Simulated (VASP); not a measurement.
# GaCo (Pm-3m) in VASP: settings compared

The runs below take GaCo through single point, density of states, relaxation of cell and atoms, with r2SCAN+U, PBE+D4+U, PBEsol+U.

All numbers are computed with VASP 6.6.1; they aren't measurements. Logs are shortened: lines on timing, memory, paths and dates and some standing lists are left out, and cuts for length are marked.

### 1 The cell of the first run

Symmetry: Pm-3m, No. 221, cubic system. Conventional cell: a = 2.934 Å, b = 2.934 Å, c = 2.934 Å, α = 90.00°, β = 90.00°, γ = 90.00°. Ga (site symmetry m-3m) has 8 Co at 2.54 Å and 6 Ga at 2.93 Å within 3.4 Å. Within 3.4 Å of Co (site symmetry m-3m) lie 8 Ga at 2.54 Å and 6 Co at 2.93 Å.

### 2 Single point, r2SCAN+U, collinear spin, ferromagnetic start

POSCAR

```
GaCo
1.0
    2.9344457029      0.0000000000      0.0000000000
    0.0000000000      2.9344457029      0.0000000000
    0.0000000000      0.0000000000      2.9344457029
Ga Co
1 1
Direct
    0.5000000000      0.5000000000      0.5000000000
    0.0000000000      0.0000000000      0.0000000000
```

INCAR.step1

```
PREC = Accurate
ENCUT = 520
ISMEAR = -5
SIGMA = 0.1
LREAL = F
LASPH = T
NELM = 150
ISPIN = 2
MAGMOM = 0 2
LMAXMIX = 4
LDAU = T
LDAUTYPE = 2
LDAUL = -1 2
LDAUU = 0 6.2
LDAUJ = 0 0
NBANDS = 22
GGA = PE
ALGO = Normal
EDIFF = 1E-4
LWAVE = T
LCHARG = F
```

INCAR.step2

```
PREC = Accurate
ENCUT = 520
EDIFF = 1E-7
ISMEAR = -5
SIGMA = 0.1
LREAL = F
LASPH = T
NELM = 150
ALGO = Normal
ISIF = 2
LWAVE = F
LCHARG = T
ISPIN = 2
MAGMOM = 0 2
LORBIT = 11
LMAXMIX = 4
LDAU = T
LDAUTYPE = 2
LDAUL = -1 2
LDAUU = 0 6.2
LDAUJ = 0 0
LDAUPRINT = 1
METAGGA = R2SCAN
LMIXTAU = T
LELF = T
LVHAR = T
NBANDS = 22
ISTART = 1
```

KPOINTS

```
regular mesh
0
Gamma
  9 9 9
```

Potentials or basis: VASP PAW PBE potentials, release 64 (Ga_d, Co).

Started as:

```
$ cat potpaw_PBE.64/Ga_d/POTCAR potpaw_PBE.64/Co/POTCAR > POTCAR
$ cp INCAR.step1 INCAR
$ mpirun -np 1 vasp_std > vasp.out
$ cp INCAR.step2 INCAR
$ mpirun -np 1 vasp_std > vasp.out
```

OUTCAR:

```text
PREC = Accurate
   ENCUT = 520
   EDIFF = 1E-7
   ISMEAR = -5
   LREAL = F
   LASPH = T
   NELM = 150
   ISIF = 2
   ISPIN = 2
   LORBIT = 11
   METAGGA = R2SCAN
   ISTART = 1

 ion  position               nearest neighbor table
   1  0.500  0.500  0.500-   2 2.54   2 2.54   2 2.54   2 2.54   2 2.54   2 2.54   2 2.54   2 2.54

   2  0.000  0.000  0.000-   1 2.54   1 2.54   1 2.54   1 2.54   1 2.54   1 2.54   1 2.54   1 2.54

  LATTYP: Found a simple cubic cell.
 ALAT       =     2.9344457029

  Lattice vectors:

 A1 = (   2.9344457029,   0.0000000000,   0.0000000000)
 A2 = (   0.0000000000,   2.9344457029,   0.0000000000)
 A3 = (   0.0000000000,   0.0000000000,   2.9344457029)

Analysis of symmetry for initial positions (statically):
=====================================================================
 Subroutine PRICEL returns:
 Original cell was already a primitive cell.

 Routine SETGRP: Setting up the symmetry group for a
 simple cubic supercell.

 Subroutine GETGRP returns: Found 48 space group operations
 (whereof 48 operations were pure point group operations)
 out of a pool of 48 trial point group operations.

The static configuration has the point symmetry O_h .

Analysis of symmetry for dynamics (positions and initial velocities):
=====================================================================
 Subroutine PRICEL returns:
 Original cell was already a primitive cell.

 Routine SETGRP: Setting up the symmetry group for a
 simple cubic supercell.

 Subroutine GETGRP returns: Found 48 space group operations
 (whereof 48 operations were pure point group operations)
 out of a pool of 48 trial point group operations.

The dynamic configuration has the point symmetry O_h .

Analysis of structural, dynamic, and magnetic symmetry:
=====================================================================
 Subroutine PRICEL returns:
 Original cell was already a primitive cell.

 Routine SETGRP: Setting up the symmetry group for a
 simple cubic supercell.

 Subroutine GETGRP returns: Found 48 space group operations
 (whereof 48 operations were pure point group operations)
 out of a pool of 48 trial point group operations.

The overall configuration has the point symmetry O_h .

 Subroutine INISYM returns: Found 48 space group operations
 (whereof 48 operations are pure point group operations),
 and found     1 'primitive' translations

----------------------------------------------------------------------------------------

                                     Primitive cell

  volume of cell :      25.2684

  direct lattice vectors                    reciprocal lattice vectors
     2.934445703  0.000000000  0.000000000     0.340779861  0.000000000  0.000000000
     0.000000000  2.934445703  0.000000000     0.000000000  0.340779861  0.000000000
     0.000000000  0.000000000  2.934445703     0.000000000  0.000000000  0.340779861

  length of vectors
     2.934445703  2.934445703  2.934445703     0.340779861  0.340779861  0.340779861

  position of ions in fractional coordinates (direct lattice)
     0.500000000  0.500000000  0.500000000
     0.000000000  0.000000000  0.000000000

  ion indices of the primitive-cell ions
   primitive index   ion index
                 1           1
                 2           2

----------------------------------------------------------------------------------------

 KPOINTS: regular mesh

Automatic generation of k-mesh.
 Grid dimensions read from file:
 generate k-points for:    9    9    9

 Generating k-lattice:

  Cartesian coordinates                     Fractional coordinates (reciprocal lattice)
     0.037864429  0.000000000  0.000000000     0.111111111  0.000000000  0.000000000
     0.000000000  0.037864429  0.000000000     0.000000000  0.111111111  0.000000000
     0.000000000  0.000000000  0.037864429     0.000000000  0.000000000  0.111111111

  Length of vectors
     0.037864429  0.037864429  0.037864429

  Shift w.r.t. Gamma in fractional coordinates (k-lattice)
     0.000000000  0.000000000  0.000000000

 TETIRR: Found    353 inequivalent tetrahedra from     4374

 Subroutine IBZKPT returns following result:
 ===========================================

 Found     35 irreducible k-points:

 Following reciprocal coordinates:
            Coordinates               Weight
  0.000000  0.000000  0.000000      1.000000
  0.111111  0.000000  0.000000      6.000000
  0.222222  0.000000  0.000000      6.000000
  0.333333  0.000000  0.000000      6.000000
  0.444444  0.000000  0.000000      6.000000
  0.111111  0.111111  0.000000     12.000000
[... 16 lines left out ...]
  0.333333  0.333333  0.111111     24.000000
  0.444444  0.333333  0.111111     48.000000
 [... further k-points ...]
   k-points           NKPTS =     35   k-points in BZ     NKDIM =     35   number of bands    NBANDS=     22
   number of dos      NEDOS =    301   number of ions     NIONS =      2
   total plane-waves  NPLWV =  13824
   dimension x,y,z NGX =    24 NGY =   24 NGZ =   24
   dimension x,y,z NGXF=    48 NGYF=   48 NGZF=   48
   ions per type =               1   1
   NGX,Y,Z   is equivalent  to a cutoff of  13.60, 13.60, 13.60 a.u.
   NGXF,Y,Z  is equivalent  to a cutoff of  27.19, 27.19, 27.19 a.u.
 SYSTEM =  unknown system
   PREC   = accura    normal or accurate (medium, high low for compatibility)
   ISTART =      1    job   : 0-new  1-cont  2-samecut
   ICHARG =      0    charge: 1-file 2-atom 10-const
   ISPIN  =      2    spin polarized calculation?
   LNONCOLLINEAR =      F non collinear calculations
   LSORBIT =      F    spin-orbit coupling
   LASPH  =      T    aspherical Exc in radial PAW
   ENCUT  =  520.0 eV  38.22 Ry    6.18 a.u.   5.46  5.46  5.46*2*pi/ulx,y,z
   NELM   =    150;   NELMIN=  2; NELMDL=  0     # of ELM steps
   EDIFF  = 0.1E-06   stopping-criterion for ELM
   LREAL  =      F    real-space projection
   EDIFFG = 0.1E-05   stopping-criterion for IOM
   NSW    =      0    number of steps for IOM
   IBRION =     -1    ionic relax: 0-MD 1-quasi-New 2-CG
   NFREE  =      0    steps in history (QN), initial steepest desc. (CG)
   ISIF   =      2    stress and relaxation
   ISYM   =      2    0-nonsym 1-usesym 2-fastsym
   POTIM  = 0.5000    time-step for ionic-motion
   TEBEG  =    0.0;   TEEND  =   0.0 temperature during run
   PSTRESS=    0.0 pullay stress
   NELECT =      22.0000    total number of electrons
   NUPDOWN=      -1.0000    fix difference up-down
   EMIN   =  10.00;   EMAX   =-10.00  energy-range for DOS
   EFERMI =   0.00;   METHOD = LEGACY
   ISMEAR =    -5;   SIGMA  =   0.10  broadening in eV -4-tet -1-fermi 0-gaus
   EFERMI_NEDOS =   21; number of points for ismear=-14 and -15
   IALGO  =     38    algorithm
   IMIX   =      4    mixing-type and parameters
     AMIX     =   0.40;   BMIX     =  1.00
     AMIX_MAG =   1.60;   BMIX_MAG =  1.00
  volume/ion in A,a.u.               =      12.63        85.26
  Fermi-wavevector in a.u.,A,eV,Ry     =   1.563230  2.954077 33.248409  2.443689
  Thomas-Fermi vector in A             =   2.666032
   LORBIT       =     11    0 simple, 1 ext, 2 COOP (PROOUT), +10 PAW based schemes
 LDA+U is selected, type is set to LDAUTYPE =  2
   angular momentum for each species LDAUL =    -1    2
   U (eV)           for each species LDAUU =   0.0  6.2
   J (eV)           for each species LDAUJ =   0.0  0.0
   METAGGA = R2SCAN    functional components
   LHFCALC =     F    Hartree Fock is set to
   AEXX    =    0.0000 exact exchange contribution
   IVDW    =     0    specifies the selected vdW correction
   LEPSILON=     F    determine dielectric tensor
   LRPA    =     F    only Hartree local field effects (RPA)
 spin polarized calculation
 Fermi weights with tetrahedron method with Bloechl corrections
  energy-cutoff  :      520.00
  volume of cell :       25.27
 maximum number of plane-waves:       697
 NGX is ok and might be reduce to    24
   NGX = 11   NGY = 11   NGZ = 11

atom =   2  type =  2  l = 2

 onsite density matrix

spin component  1

  0.9303  0.0000 -0.0000 -0.0000  0.0000
  0.0000  0.9303 -0.0000 -0.0000 -0.0000
 -0.0000 -0.0000  0.9623  0.0000 -0.0000
 -0.0000 -0.0000  0.0000  0.9303  0.0000
  0.0000 -0.0000 -0.0000  0.0000  0.9623

spin component  2

  0.8984  0.0000 -0.0000  0.0000  0.0000
  0.0000  0.8984 -0.0000 -0.0000 -0.0000
 -0.0000 -0.0000  0.0367  0.0000 -0.0000
  0.0000 -0.0000  0.0000  0.8984 -0.0000
  0.0000 -0.0000 -0.0000 -0.0000  0.0367

 occupancies and eigenvectors

  o =  0.0367  v =  0.0000  0.0000  0.0000  0.0000  0.0000  0.0000  0.0000  0.0073  0.0000  1.0000      0.0000  0.0000  0.0000  0.0000  0.0000  0.0000  0.0000  0.0000  0.0000  0.0000
  o =  0.0367  v =  0.0000  0.0000  0.0000  0.0000  0.0000  0.0000 -0.0000  1.0000  0.0000 -0.0073      0.0000  0.0000  0.0000  0.0000  0.0000  0.0000  0.0000  0.0000  0.0000  0.0000
  o =  0.8984  v =  0.0000  0.0000  0.0000  0.0000  0.0000  0.0000 -0.9727  0.0000 -0.2320 -0.0000      0.0000  0.0000  0.0000  0.0000  0.0000  0.0000  0.0000  0.0000  0.0000  0.0000
  o =  0.8984  v =  0.0000  0.0000  0.0000  0.0000  0.0000  0.0000  0.2320  0.0000 -0.9727  0.0000      0.0000  0.0000  0.0000  0.0000  0.0000  0.0000  0.0000  0.0000  0.0000  0.0000
  o =  0.8984  v =  0.0000  0.0000  0.0000  0.0000  0.0000  1.0000  0.0000  0.0000  0.0000  0.0000      0.0000  0.0000  0.0000  0.0000  0.0000  0.0000  0.0000  0.0000  0.0000  0.0000
  o =  0.9303  v =  0.0000  0.2569 -0.0000  0.9664 -0.0000  0.0000  0.0000  0.0000  0.0000  0.0000      0.0000  0.0000  0.0000  0.0000  0.0000  0.0000  0.0000  0.0000  0.0000  0.0000
  o =  0.9303  v =  0.0000  0.9664  0.0000 -0.2569 -0.0000  0.0000  0.0000  0.0000  0.0000  0.0000      0.0000  0.0000  0.0000  0.0000  0.0000  0.0000  0.0000  0.0000  0.0000  0.0000
  o =  0.9303  v =  1.0000  0.0000  0.0000  0.0000  0.0000  0.0000  0.0000  0.0000  0.0000  0.0000      0.0000  0.0000  0.0000  0.0000  0.0000  0.0000  0.0000  0.0000  0.0000  0.0000
  o =  0.9623  v =  0.0000  0.0000 -0.1452  0.0000  0.9894  0.0000  0.0000  0.0000  0.0000  0.0000      0.0000  0.0000  0.0000  0.0000  0.0000  0.0000  0.0000  0.0000  0.0000  0.0000
  o =  0.9623  v =  0.0000 -0.0000  0.9894  0.0000  0.1452  0.0000  0.0000  0.0000  0.0000  0.0000      0.0000  0.0000  0.0000  0.0000  0.0000  0.0000  0.0000  0.0000  0.0000  0.0000

 number of electron      21.9999991 magnetization       1.9705680

 Free energy of the ion-electron system (eV)
  ---------------------------------------------------
  ext. energy  EPLUGINS =         0.00000000
  ---------------------------------------------------
  free energy    TOTEN  =       -21.55893506 eV

  energy without entropy =      -21.55893506  energy(sigma->0) =      -21.55893506

 E-fermi :  10.0364     XC(G=0): -14.0716

 val. band max:       10.5360210491   @ k =   0.3333   0.3333   0.3333
 cond. band min:       9.7494906607   @ k =   0.2222   0.2222   0.2222
 fundamental gap:     -0.7865303884
 Fermi energy:        10.0364449303

 spin component 1

 k-point     1 :       0.0000    0.0000    0.0000
  band No.  band energies     occupation
      1      -6.4590      1.00000
      2      -6.4590      1.00000
      3      -6.1352      1.00000
      4      -6.1352      1.00000
      5      -6.1352      1.00000
      6      -3.2434      1.00000
[... 574 lines left out ...]
      6       1.3677      1.00000
[... 14 lines left out ...]
     21      32.0225      0.00000
     22      33.7445      0.00000

 [... further k-points ...]

 spin component 2

 k-point     1 :       0.0000    0.0000    0.0000
  band No.  band energies     occupation
      1      -6.4305      1.00000
      2      -6.4305      1.00000
      3      -6.1299      1.00000
      4      -6.1299      1.00000
      5      -6.1299      1.00000
      6      -3.1976      1.00000
[... 574 lines left out ...]
      6       1.6121      1.00000
[... 14 lines left out ...]
     21      32.6098      0.00000
     22      34.5079      0.00000

 [... further k-points ...]

------------------------ aborting loop because EDIFF is reached ----------------------------------------

  FORCE on cell =-STRESS in cart. coord.  units (eV):
  Direction    XX          YY          ZZ          XY          YZ          ZX
  --------------------------------------------------------------------------------------
  -------------------------------------------------------------------------------------
  Total        2.1627598      2.1627598      2.1627598     -0.0000000      0.0000000      0.0000000
  in kB      137.1325799    137.1325799    137.1325799     -0.0000000      0.0000000      0.0000000
  external PRESSURE =     137.1325799 kB  Pullay stress =       0.0000000 kB

 VOLUME and BASIS-vectors are now :
 -----------------------------------------------------------------------------
  energy-cutoff  :      520.00
  volume of cell :       25.27
      direct lattice vectors                 reciprocal lattice vectors
     2.934445703  0.000000000  0.000000000     0.340779861  0.000000000  0.000000000
     0.000000000  2.934445703  0.000000000     0.000000000  0.340779861  0.000000000
     0.000000000  0.000000000  2.934445703     0.000000000  0.000000000  0.340779861

 POSITION                                       TOTAL-FORCE (eV/Angst)
 -----------------------------------------------------------------------------------
      1.46722      1.46722      1.46722         0.000000      0.000000      0.000000
      0.00000      0.00000      0.00000         0.000000      0.000000      0.000000
 -----------------------------------------------------------------------------------
    total drift:                                0.000000      0.000000     -0.000000

  FREE ENERGIE OF THE ION-ELECTRON SYSTEM (eV)
  ---------------------------------------------------
  free  energy   TOTEN  =       -21.5589350619 eV

  energy  without entropy=      -21.5589350619  energy(sigma->0) =      -21.55893506

 total charge

# of ion       s       p       d       tot
------------------------------------------
    1        0.851   0.889  10.019  11.759
    2        0.404   0.489   7.454   8.348
--------------------------------------------------
tot          1.256   1.378  17.473  20.107

 magnetization (x)

# of ion       s       p       d       tot
------------------------------------------
    1        0.009  -0.027  -0.005  -0.023
    2        0.021   0.022   1.944   1.987
--------------------------------------------------
tot          0.030  -0.005   1.939   1.964
```

Run time: 1.9 min. Hardware: 1 thread of AMD EPYC 9R45 (Zen 5), shared host; peak memory 0.15 GiB.

What came out:

```
Free energy                                           : -21.5589 eV
Pressure                                              : 13.7 GPa
Band gap on the k mesh                                : zero (filled and empty bands overlap)
Net moment                                            : 1.97 μB per cell
Site moments                                          : Ga -0.02; Co +1.99 μB
Valence electrons inside the program's atomic spheres : Ga 11.76; Co 8.35
```

Levels at points of the mesh, in eV from the Fermi level:
Spin up:
```csv
k point,band 10,band 11,band 12,band 13,band 14,band 15
"(0.00, 0.00, 0.00)",-4.98,-4.98,4.15,4.15,4.15,8.35
```
Spin down:
```csv
k point,band 8,band 9,band 10,band 11,band 12,band 13
"(0.00, 0.00, 0.00)",-3.69,-3.69,1.13,1.13,4.16,4.16
```

Eigenvalues of the final occupation matrices:
```tsv
site	spin	trace	eigenvalues
site 2 d	1	4.72	0.93 0.93 0.93 0.96 0.96
site 2 d	2	2.77	0.04 0.04 0.90 0.90 0.90
```

Caveat: the PAW data sets were made with another functional, which shifts forces and pressure a little; the U is typed as a test and isn't derived for this compound; tetrahedron occupations give inexact forces and stress in metals.

### 3 Single point, r2SCAN+U, collinear spin, ferromagnetic start

This run uses another cell than the first one, of 11.92 Å³/atom, 0.943 times its volume.

POSCAR

```
GaCo
1.0
    2.8780000000      0.0000000000      0.0000000000
    0.0000000000      2.8780000000      0.0000000000
    0.0000000000      0.0000000000      2.8780000000
Ga Co
1 1
Direct
    0.5000000000      0.5000000000      0.5000000000
    0.0000000000      0.0000000000      0.0000000000
```

INCAR.step1

```
ALGO = Normal ; EDIFF = 1E-4
ENCUT = 520 ; GGA = PE
ISMEAR = -4 ; ISPIN = 2
LASPH = True ; LCHARG = False
LDAU = True ; LDAUJ = 0 0
LDAUL = -1 2 ; LDAUTYPE = 2
LDAUU = 0 4 ; LMAXMIX = 4
LREAL = False ; LWAVE = True
MAGMOM = 0 1.92 ; NBANDS = 22
NELM = 150 ; PREC = Accurate
SIGMA = 0.05
```

INCAR.step2

```
ALGO = Normal ; EDIFF = 1E-6
ENCUT = 520 ; ISIF = 2
ISMEAR = -4 ; ISPIN = 2
ISTART = 1 ; LASPH = True
LCHARG = False ; LDAU = True
LDAUJ = 0 0 ; LDAUL = -1 2
LDAUPRINT = 1 ; LDAUTYPE = 2
LDAUU = 0 4 ; LMAXMIX = 4
LMIXTAU = True ; LORBIT = 11
LREAL = False ; LWAVE = False
MAGMOM = 0 1.92 ; METAGGA = R2SCAN
NBANDS = 22 ; NELM = 150
PREC = Accurate ; SIGMA = 0.05
```

KPOINTS

```
k-points
0
Gamma
  9 9 9
```

Potentials or basis: VASP PAW PBE potentials, release 64 (Ga_d, Co).

Started as:

```
$ cat potpaw_PBE.64/Ga_d/POTCAR potpaw_PBE.64/Co/POTCAR > POTCAR
$ cp INCAR.step1 INCAR
$ mpirun -np 1 vasp_std > vasp.out
$ cp INCAR.step2 INCAR
$ mpirun -np 1 vasp_std > vasp.out
```

Run time: 75 s. Hardware: 1 thread of Intel Xeon Platinum 8488C (Sapphire Rapids), shared host; peak memory 0.18 GiB.

The run converged. Its results:

* Free energy: -22.1562 eV
* Pressure: 16.9 GPa
* Net moment: 1.64 μB per cell
* Site moments: Ga -0.06; Co +1.74 μB
* Valence electrons inside the program's atomic spheres: Ga 11.82; Co 8.41

Levels at points of the mesh, in eV from the Fermi level:
Spin up:
```csv
k point,band 8,band 9,band 10,band 11,band 12,band 13,band 14,band 15,band 16,band 17
"(0.00, 0.00, 0.00)",-6.33,-3.63,-3.63,-3.63,4.84,4.84,4.84,9.59,9.59,12.46
```
Spin down:
```tsv
k point	band 8	band 9	band 10	band 11	band 12	band 13
(0.00, 0.00, 0.00)	-2.55	-2.55	-0.09	-0.09	4.80	4.80
```

Eigenvalues of the final occupation matrices:
```csv
site,spin,trace,eigenvalues
site 2 d,1,4.59,0.90 0.90 0.90 0.95 0.95
site 2 d,2,2.88,0.13 0.13 0.87 0.87 0.87
```

Caveat: the PAW data sets were made with another functional, which shifts forces and pressure a little; the U is typed as a test and isn't derived for this compound. The state reached can hang on the start; a lower one may exist.

(Continued in part 2 of 2.)
